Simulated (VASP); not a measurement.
Set up this calculation in VASP 6.6.1, as the native input.

```
Task                   : single point
Functional             : PBEsol
Potentials or basis    : VASP PAW PBE potentials, release 64 (Al, N)
Cutoff                 : 520 eV
k mesh                 : 10 × 10 × 6
Occupations            : fermi-dirac, width 0.03 eV
Spin                   : no spin polarisation
Dipole correction      : no
Further INCAR settings : ALGO = Normal; EDIFF = 1e-06; NBANDS = 16
```

The structure of AlN lies in POSCAR:

```
AlN
1.0
    3.1110021516      0.0155550108      0.0155550108
   -1.5420300413      2.6864293891      0.0056935291
    0.0248900000      0.0248900000      4.9780000000
Al N
2 2
Direct
    0.3333333333      0.6666666667      0.0000000000
    0.6666666667      0.3333333333      0.5000000000
    0.3333333333      0.6666666667      0.3850000000
    0.6666666667      0.3333333333      0.8850000000
```

This cell differs from its parent crystal: equal xy, yz and zx shear strains of +1 %.

The input as run:

INCAR

```
SYSTEM = AlN
PREC = Accurate
ENCUT = 520
EDIFF = 1E-6
ISMEAR = -1
SIGMA = 0.03
LREAL = .FALSE.
LASPH = .TRUE.
NELM = 60
ALGO = Normal
ISIF = 2
LWAVE = .FALSE.
LCHARG = .FALSE.
GGA = PS
NBANDS = 16
```

KPOINTS

```
regular mesh
0
G
  10 10 6
  0 0 0
```

Potentials or basis: VASP PAW PBE potentials, release 64 (Al, N).

Launch:

```console
$ cat potpaw_PBE.64/Al/POTCAR potpaw_PBE.64/N/POTCAR > POTCAR
$ mpirun -np 1 vasp_std > vasp.out
```

It gave:

```yaml
Pressure: 0.5 GPa
Largest_force: 0.249 eV/Å
Band_gap_on_the_k_mesh: 4.08 eV
```

Caveat: the cell differs from its parent crystal (equal xy, yz and zx shear strains of +1 %); the PAW data sets were made with another functional, which shifts forces and pressure a little.

Run time: 48 s on 1 thread of Intel(R) Xeon(R) 6975P-C (Granite Rapids), on a shared host, peak memory 0.28 GiB.
